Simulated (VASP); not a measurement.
# SiSb (I4mm) in VASP: a series of runs

Aim: see how the results for SiSb move with the level of theory and the settings. Levels: PBE, r2SCAN. Tasks: single point.

All numbers are computed with VASP 6.6.1; they aren't measurements. Logs are shortened: lines on timing, memory, paths and dates and some standing lists are left out, and cuts for length are marked.

## 1. The cell of the first run

Symmetry: I4mm, No. 107, tetragonal system. Conventional cell: a = 3.903 Å, b = 3.903 Å, c = 6.127 Å, α = 90.00°, β = 90.00°, γ = 90.00°. Sb (site symmetry 4mm) has 5 Si at 2.54 to 2.81 Å within 3.3 Å. Within 3.3 Å of Si (site symmetry 4mm) lie 5 Sb at 2.54 to 2.81 Å.

## 2. Single point, PBE

INCAR reads:

```
  ALGO = Normal
  EDIFF = 1E-6
  ENCUT = 500
  GGA = PE
  GGA_COMPAT = False
  ISIF = 2
  ISMEAR = -1
  LASPH = True
  LCHARG = False
  LREAL = False
  LWAVE = False
  NBANDS = 12
  NELM = 120
  PREC = Accurate
  SIGMA = 0.1
```

KPOINTS reads:

```
k-points
0
Gamma
  6 6 6
```

POSCAR reads:

```
SiSb
1.0
    0.0000000000      3.9031960000      0.0000000000
    3.9031960000      0.0000000000      0.0000000000
    1.9515980000      1.9515980000     -3.0637200000
Sb Si
1 1
Direct
    0.4140000000      0.4140000000      0.1720000000
    0.0000000000      0.0000000000      0.0000000000
```

Potentials or basis: VASP PAW PBE potentials, release 64 (Sb, Si).

Command:

```bash
cat potpaw_PBE.64/Sb/POTCAR potpaw_PBE.64/Si/POTCAR > POTCAR
mpirun -np 1 vasp_std > vasp.out
```

OUTCAR:

```text
EDIFF = 1E-6
   ENCUT = 500
   GGA = PE
   ISIF = 2
   ISMEAR = -1
   LASPH = True
   LREAL = False
   NELM = 120
   PREC = Accurate

 ion  position               nearest neighbor table
   1  0.414  0.414  0.172-   2 2.54   2 2.81   2 2.81   2 2.81   2 2.81
   2  0.000  0.000  0.000-   1 2.54   1 2.81   1 2.81   1 2.81   1 2.81

  LATTYP: Found a body centered tetragonal cell.
 ALAT       =     3.9031960000
 C/A-ratio  =     1.5698519880

  Lattice vectors:

 A1 = (  -1.9515980000,   1.9515980000,   3.0637200000)
 A2 = (   1.9515980000,  -1.9515980000,   3.0637200000)
 A3 = (   1.9515980000,   1.9515980000,  -3.0637200000)

Analysis of symmetry for initial positions (statically):
=====================================================================
 Subroutine PRICEL returns:
 Original cell was already a primitive cell.

 Routine SETGRP: Setting up the symmetry group for a
 body centered tetragonal supercell.

 Subroutine GETGRP returns: Found  8 space group operations
 (whereof  8 operations were pure point group operations)
 out of a pool of 16 trial point group operations.

The static configuration has the point symmetry C_4v.

Analysis of symmetry for dynamics (positions and initial velocities):
=====================================================================
 Subroutine PRICEL returns:
 Original cell was already a primitive cell.

 Routine SETGRP: Setting up the symmetry group for a
 body centered tetragonal supercell.

 Subroutine GETGRP returns: Found  8 space group operations
 (whereof  8 operations were pure point group operations)
 out of a pool of 16 trial point group operations.

The dynamic configuration has the point symmetry C_4v.

 Subroutine INISYM returns: Found  8 space group operations
 (whereof  8 operations are pure point group operations),
 and found     1 'primitive' translations

----------------------------------------------------------------------------------------

                                     Primitive cell

  volume of cell :      46.6756

  direct lattice vectors                    reciprocal lattice vectors
     0.000000000  3.903196000  0.000000000     0.000000000  0.256200304  0.163200292
     3.903196000  0.000000000  0.000000000     0.256200304  0.000000000  0.163200292
     1.951598000  1.951598000 -3.063720000     0.000000000  0.000000000 -0.326400585

  length of vectors
     3.903196000  3.903196000  4.123572449     0.303764598  0.303764598  0.326400585

  position of ions in fractional coordinates (direct lattice)
[... 87 lines left out ...]
   POTIM  = 0.5000    time-step for ionic-motion
   TEBEG  =    0.0;   TEEND  =   0.0 temperature during run
   PSTRESS=    0.0 pullay stress
   NELECT =       9.0000    total number of electrons
   NUPDOWN=      -1.0000    fix difference up-down
   EMIN   =  10.00;   EMAX   =-10.00  energy-range for DOS
   EFERMI =   0.00;   METHOD = LEGACY
   ISMEAR =    -1;   SIGMA  =   0.10  broadening in eV -4-tet -1-fermi 0-gaus
   EFERMI_NEDOS =   21; number of points for ismear=-14 and -15
   IALGO  =     38    algorithm
   IMIX   =      4    mixing-type and parameters
     AMIX     =   0.40;   BMIX     =  1.00
     AMIX_MAG =   1.60;   BMIX_MAG =  1.00
  volume/ion in A,a.u.               =      23.34       157.49
  Fermi-wavevector in a.u.,A,eV,Ry     =   0.945785  1.787274 12.170536  0.894509
  Thomas-Fermi vector in A             =   2.073720
   LORBIT       =      0    0 simple, 1 ext, 2 COOP (PROOUT), +10 PAW based schemes
   GGA     = PE    functional components
   LHFCALC =     F    Hartree Fock is set to
   AEXX    =    0.0000 exact exchange contribution
   IVDW    =     0    specifies the selected vdW correction
   LEPSILON=     F    determine dielectric tensor
   LRPA    =     F    only Hartree local field effects (RPA)
 non-spin polarized calculation
  energy-cutoff  :      500.00
  volume of cell :       46.68
 maximum number of plane-waves:      1203
   NGX = 15   NGY = 15   NGZ = 15

 number of electron       9.0000000 magnetization

 Free energy of the ion-electron system (eV)
  ---------------------------------------------------
  ext. energy  EPLUGINS =         0.00000000
  ---------------------------------------------------
  free energy    TOTEN  =        -8.97527611 eV

  energy without entropy =       -8.94463153  energy(sigma->0) =       -8.95995382

 E-fermi :   7.3462     XC(G=0):  -9.9139

 val. band max:        7.2926833908   @ k =   0.5000   0.0000   0.0000
 cond. band min:       7.4181735150   @ k =  -0.3333   0.0000   0.3333
 fundamental gap:      0.1254901242
 Fermi energy:         7.3461711667

 k-point     1 :       0.0000    0.0000    0.0000
  band No.  band energies     occupation
      1      -5.2608      2.00000
      2       6.1989      1.99998
      3       6.5884      1.99898
      4       6.5884      1.99898
      5       6.6324      1.99841
      6      10.8465      0.00000
      7      11.0078      0.00000
      8      11.0078      0.00000
      9      12.1197      0.00000
     10      14.5214      0.00000
     11      15.0420      0.00000
     12      15.0420      0.00000
[... 331 lines left out ...]
 k-point    24 :      -0.1667   -0.3333    0.1667
  band No.  band energies     occupation
      1      -2.1999      2.00000
      2      -0.4464      2.00000
      3       2.8690      2.00000
      4       4.1050      2.00000
      5       8.6395      0.00000
      6       9.7369      0.00000
      7      12.6441      0.00000
      8      13.9731      0.00000
      9      14.3940      0.00000
     10      15.0539      0.00000
     11      17.6360      0.00000
     12      18.5300      0.00000

 [... further k-points ...]

------------------------ aborting loop because EDIFF is reached ----------------------------------------

  FORCE on cell =-STRESS in cart. coord.  units (eV):
  Direction    XX          YY          ZZ          XY          YZ          ZX
  --------------------------------------------------------------------------------------
  -------------------------------------------------------------------------------------
  Total       -0.2119743     -0.2119743      2.1221796      0.0000000      0.0000000      0.0000000
  in kB       -7.2761906     -7.2761906     72.8455327      0.0000000      0.0000000      0.0000000
  external PRESSURE =      19.4310505 kB  Pullay stress =       0.0000000 kB

 VOLUME and BASIS-vectors are now :
 -----------------------------------------------------------------------------
  energy-cutoff  :      500.00
  volume of cell :       46.68
      direct lattice vectors                 reciprocal lattice vectors
     0.000000000  3.903196000  0.000000000     0.000000000  0.256200304  0.163200292
     3.903196000  0.000000000  0.000000000     0.256200304  0.000000000  0.163200292
     1.951598000  1.951598000 -3.063720000     0.000000000  0.000000000 -0.326400585

 POSITION                                       TOTAL-FORCE (eV/Angst)
 -----------------------------------------------------------------------------------
      1.95160      1.95160     -0.52696         0.000000      0.000000      0.796044
      0.00000      0.00000      0.00000         0.000000      0.000000     -0.796044
 -----------------------------------------------------------------------------------
    total drift:                               -0.000000     -0.000000     -0.000069

  FREE ENERGIE OF THE ION-ELECTRON SYSTEM (eV)
  ---------------------------------------------------
  free  energy   TOTEN  =        -8.9752761112 eV

  energy  without entropy=       -8.9446315277  energy(sigma->0) =       -8.95995382
```

OSZICAR:

```text
N       E                     dE             d eps       ncg     rms          rms(c)
DAV:   1     0.172981541859E+02    0.17298E+02   -0.31481E+03   720   0.533E+02
DAV:   2    -0.806294048816E+01   -0.25361E+02   -0.24361E+02   928   0.909E+01
DAV:   3    -0.900673529825E+01   -0.94379E+00   -0.93264E+00   924   0.175E+01
DAV:   4    -0.901376703043E+01   -0.70317E-02   -0.70307E-02   848   0.189E+00
DAV:   5    -0.901383727619E+01   -0.70246E-04   -0.70244E-04   920   0.191E-01    0.368E+00
DAV:   6    -0.898174984550E+01    0.32087E-01   -0.64285E-02   804   0.904E-01    0.219E+00
DAV:   7    -0.897552618247E+01    0.62237E-02   -0.33764E-02   876   0.776E-01    0.357E-01
DAV:   8    -0.897520204456E+01    0.32414E-03   -0.40732E-03   784   0.292E-01    0.894E-02
DAV:   9    -0.897527118924E+01   -0.69145E-04   -0.22379E-04   908   0.875E-02    0.480E-02
DAV:  10    -0.897527476788E+01   -0.35786E-05   -0.92262E-06   840   0.175E-02    0.205E-02
DAV:  11    -0.897527579115E+01   -0.10233E-05   -0.45372E-06   860   0.105E-02    0.437E-03
DAV:  12    -0.897527611124E+01   -0.32009E-06   -0.37569E-07   460   0.294E-03
   1 F= -.89752761E+01 E0= -.89599538E+01  d E =-.306446E-01
```

Run time: 15 s. Hardware: 1 thread of AMD EPYC 7R43 (Zen 3), shared host; peak memory 0.13 GiB.

What came out:

| Quantity | Value |
| --- | --- |
| Free energy | -8.9753 eV |
| Pressure | 1.9 GPa |
| Largest force | 0.796 eV/Å |

Forces on the atoms (eV/Å):
```
Sb   0.000  0.000  0.796
Si   0.000  0.000 -0.796
```

Caveat: spin-orbit coupling is left out, which moves the levels of the heavy elements.

## 3. Single point, r2SCAN

POSCAR is that of step 2.

INCAR.step1 reads:

```
SYSTEM = SiSb
ALGO = Normal ; EDIFF = 1E-5
ENCUT = 550 ; GGA = PE
GGA_COMPAT = .FALSE. ; ISMEAR = -1
LASPH = .TRUE. ; LCHARG = .FALSE.
LREAL = .FALSE. ; LWAVE = .TRUE.
NBANDS = 12 ; NELM = 120
PREC = Accurate ; SIGMA = 0.1
```

INCAR.step2 reads:

```
SYSTEM = SiSb
ALGO = Normal ; EDIFF = 1E-6
ENCUT = 550 ; GGA_COMPAT = .FALSE.
ISIF = 2 ; ISMEAR = -1
ISTART = 1 ; LASPH = .TRUE.
LCHARG = .TRUE. ; LELF = .TRUE.
LMIXTAU = .TRUE. ; LREAL = .FALSE.
LVHAR = .TRUE. ; LWAVE = .FALSE.
METAGGA = R2SCAN ; NBANDS = 12
NELM = 120 ; PREC = Accurate
SIGMA = 0.1
```

KPOINTS reads:

```
k-points
0
G
  6 6 6
  0 0 0
```

Potentials or basis: VASP PAW PBE potentials, release 64 (Sb, Si).

Command:

```bash
cat potpaw_PBE.64/Sb/POTCAR potpaw_PBE.64/Si/POTCAR > POTCAR
cp INCAR.step1 INCAR
mpirun -np 1 vasp_std > vasp.out
cp INCAR.step2 INCAR
mpirun -np 1 vasp_std > vasp.out
```

OUTCAR:

```text
SYSTEM = SiSb
   EDIFF = 1E-6
   ENCUT = 550
   ISIF = 2
   ISMEAR = -1
   ISTART = 1
   LASPH = .TRUE.
   LREAL = .FALSE.
   METAGGA = R2SCAN
   NELM = 120
   PREC = Accurate

 ion  position               nearest neighbor table
   1  0.414  0.414  0.172-   2 2.54   2 2.81   2 2.81   2 2.81   2 2.81
   2  0.000  0.000  0.000-   1 2.54   1 2.81   1 2.81   1 2.81   1 2.81

  LATTYP: Found a body centered tetragonal cell.
 ALAT       =     3.9031960000
 C/A-ratio  =     1.5698519880

  Lattice vectors:

 A1 = (  -1.9515980000,   1.9515980000,   3.0637200000)
 A2 = (   1.9515980000,  -1.9515980000,   3.0637200000)
 A3 = (   1.9515980000,   1.9515980000,  -3.0637200000)

Analysis of symmetry for initial positions (statically):
=====================================================================
 Subroutine PRICEL returns:
 Original cell was already a primitive cell.

 Routine SETGRP: Setting up the symmetry group for a
 body centered tetragonal supercell.

 Subroutine GETGRP returns: Found  8 space group operations
 (whereof  8 operations were pure point group operations)
 out of a pool of 16 trial point group operations.

[... 174 lines left out ...]
      4       6.4174      1.99979
      5       6.5609      1.99911
      6      10.9782      0.00000
      7      11.1658      0.00000
      8      11.1658      0.00000
      9      12.4387      0.00000
     10      15.0519      0.00000
     11      15.4696      0.00000
     12      15.4696      0.00000
[... 331 lines left out ...]
 k-point    24 :      -0.1667   -0.3333    0.1667
  band No.  band energies     occupation
      1      -2.6639      2.00000
      2      -0.8875      2.00000
      3       2.5897      2.00000
      4       3.8886      2.00000
      5       8.6858      0.00000
      6       9.8724      0.00000
      7      12.9425      0.00000
      8      14.3925      0.00000
      9      14.8212      0.00000
     10      15.4972      0.00000
     11      18.1919      0.00000
     12      19.1853      0.00000

 [... further k-points ...]

------------------------ aborting loop because EDIFF is reached ----------------------------------------

  FORCE on cell =-STRESS in cart. coord.  units (eV):
  Direction    XX          YY          ZZ          XY          YZ          ZX
  --------------------------------------------------------------------------------------
  -------------------------------------------------------------------------------------
  Total       -0.5617852     -0.5617852      1.8847496      0.0000000      0.0000000      0.0000000
  in kB      -19.2837335    -19.2837335     64.6955549      0.0000000      0.0000000      0.0000000
  external PRESSURE =       8.7093626 kB  Pullay stress =       0.0000000 kB

 VOLUME and BASIS-vectors are now :
 -----------------------------------------------------------------------------
  energy-cutoff  :      550.00
  volume of cell :       46.68
      direct lattice vectors                 reciprocal lattice vectors
     0.000000000  3.903196000  0.000000000     0.000000000  0.256200304  0.163200292
     3.903196000  0.000000000  0.000000000     0.256200304  0.000000000  0.163200292
     1.951598000  1.951598000 -3.063720000     0.000000000  0.000000000 -0.326400585

 POSITION                                       TOTAL-FORCE (eV/Angst)
 -----------------------------------------------------------------------------------
      1.95160      1.95160     -0.52696         0.000000      0.000000      0.663123
      0.00000      0.00000      0.00000        -0.000000     -0.000000     -0.663123
 -----------------------------------------------------------------------------------
    total drift:                                0.000029      0.000029     -0.000128

  FREE ENERGIE OF THE ION-ELECTRON SYSTEM (eV)
  ---------------------------------------------------
  free  energy   TOTEN  =       -33.8196869551 eV

  energy  without entropy=      -33.7936938983  energy(sigma->0) =      -33.80669043
```

Run time: 67 s. Hardware: 1 thread of AMD EPYC 7R43 (Zen 3), shared host; peak memory 0.15 GiB.

What came out:

- Free energy: -33.8197 eV
- Pressure: 0.9 GPa
- Largest force: 0.663 eV/Å

Forces in eV/Å, atoms in the order of the input:
```
Sb   0.000  0.000  0.663
Si   0.000  0.000 -0.663
```

Stress tensor (GPa, compression positive):
```
-1.93  0.00  0.00
 0.00 -1.93  0.00
 0.00  0.00  6.47
```

Caveat: the PAW data sets were made with another functional, which shifts forces and pressure a little; spin-orbit coupling is left out, which moves the levels of the heavy elements.

## 4. Single point, r2SCAN

POSCAR is that of step 3.

INCAR.step1 reads:

```
ALGO = Normal
EDIFF = 1E-5
ENCUT = 550
GGA = PE
GGA_COMPAT = F
ISMEAR = -1
LASPH = T
LCHARG = F
LREAL = F
LWAVE = T
NBANDS = 12
NELM = 120
PREC = Accurate
SIGMA = 0.1
```

INCAR.step2 reads:

```
ALGO = Normal
EDIFF = 1E-6
ENCUT = 550
GGA_COMPAT = F
ISIF = 2
ISMEAR = -1
ISTART = 1
LASPH = T
LCHARG = F
LMIXTAU = T
LREAL = F
LWAVE = F
METAGGA = R2SCAN
NBANDS = 12
NELM = 120
PREC = Accurate
SIGMA = 0.1
```

KPOINTS reads:

```
k-points
0
Gamma
  6 6 6
```

Command:

```bash
cat potpaw_PBE.64/Sb/POTCAR potpaw_PBE.64/Si/POTCAR > POTCAR
cp INCAR.step1 INCAR
mpirun -np 1 vasp_std > vasp.out
cp INCAR.step2 INCAR
mpirun -np 1 vasp_std > vasp.out
```

Run time: 66 s. Hardware: 1 thread of AMD EPYC 7R43 (Zen 3), shared host; peak memory 0.15 GiB.

Results (log left out):

```yaml
Free_energy: -33.8197 eV
Pressure: 0.9 GPa
Largest_force: 0.663 eV/Å
```

Forces on the atoms (eV/Å):
```
Sb   0.000  0.000  0.663
Si   0.000  0.000 -0.663
```

Stress tensor (GPa, compression positive):
```
-1.93  0.00  0.00
 0.00 -1.93  0.00
 0.00  0.00  6.47
```

Levels at points of the mesh, in eV from the Fermi level:
```
           k point  band 3  band 4  band 5  band 6  band 7  band 8
(0.00, 0.00, 0.00)   -0.91   -0.91   -0.77    3.65    3.83    3.83
(0.50, 0.00, 0.00)   -2.06   -0.15    1.11    1.14    2.33    3.06
(0.50, 0.50, 0.00)   -5.88   -3.85   -2.85    1.43    6.89    9.71
(0.00, 0.00, 0.50)   -3.06   -3.06   -2.93    2.67    8.37    8.37
```

Caveat: the PAW data sets were made with another functional, which shifts forces and pressure a little; spin-orbit coupling is left out, which moves the levels of the heavy elements.
